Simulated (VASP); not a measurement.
Input of a VASP 6.6.1 run:

INCAR

```
SYSTEM = AgPd4
PREC = Accurate ; ENCUT = 400
EDIFF = 1E-6 ; ISMEAR = -1
SIGMA = 0.05 ; LREAL = .False.
LASPH = .True. ; NELM = 120
ALGO = Normal ; ISIF = 2
LWAVE = .False. ; LCHARG = .False.
LDIPOL = .True. ; IDIPOL = 3
DIPOL = 0.5 0.5 0.500 ; GGA = CA
NBANDS = 34 ; GGA_COMPAT = .False.
NELMDL = -8
```

Contents of KPOINTS:

```
regular mesh
0
Gamma
  13 13 1
  0 0 0
```

The input POSCAR:

```
AgPd4
1.0
    2.7154616614      0.0000000000      0.0000000000
    0.0000000000      2.7154616614      0.0000000000
    0.0000000000      0.0000000000     23.6805000000
Ag Pd
1 4
Direct
    0.0000000000      0.0000000000      0.3396818233
    0.5000000000      0.5000000000      0.4192899297
    0.0000000000      0.0000000000      0.5000000000
    0.5000000000      0.5000000000      0.5807100697
    0.0000000000      0.0000000000      0.6603181772
```

Potentials or basis: VASP PAW LDA potentials, release 64 (Ag, Pd).

Launch:

```console
$ cat potpaw_LDA.64/Ag/POTCAR potpaw_LDA.64/Pd/POTCAR > POTCAR
$ mpirun -np 1 vasp_std > vasp.out
```

(1) Estimate the largest force.

## Answers

(1) 0.686 eV/Å.
